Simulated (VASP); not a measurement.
Te, 3 atoms in the cell. The structure is trigonal, space group P3_121 (No. 152). Conventional cell: a = 4.394 Å, b = 4.394 Å, c = 5.844 Å, α = 90.00°, β = 90.00°, γ = 120.00°. Te (site symmetry 2) has 6 Te at 2.83 to 3.42 Å within 3.7 Å. 

```yaml
Program: VASP 6.6.1
Task: single point
Functional: RPBE
Dispersion: D4
Potentials_or_basis: VASP PAW PBE potentials, release 64 (Te)
Cutoff: 520 eV
k_mesh: 7 × 7 × 5
Occupations: fermi-dirac, width 0.05 eV
Spin: no spin polarisation
Dipole_correction: no
Further_INCAR_settings: ALGO = Normal; EDIFF = 1e-06; NBANDS = 16
```

Potentials or basis: VASP PAW PBE potentials, release 64 (Te).

Command:

```sh
$ cat potpaw_PBE.64/Te/POTCAR > POTCAR
$ mpirun -np 1 vasp_std > vasp.out
```

Hardware: 1 thread of Intel Xeon 8259CL, with other jobs on the host.

Question: Estimate the wall time of this run.

Answer: Wall time 91 s on 1 thread of Intel Xeon 8259CL, with other jobs on the host, peak memory 0.24 GiB. Counts: scf iterations 14, k points 32.
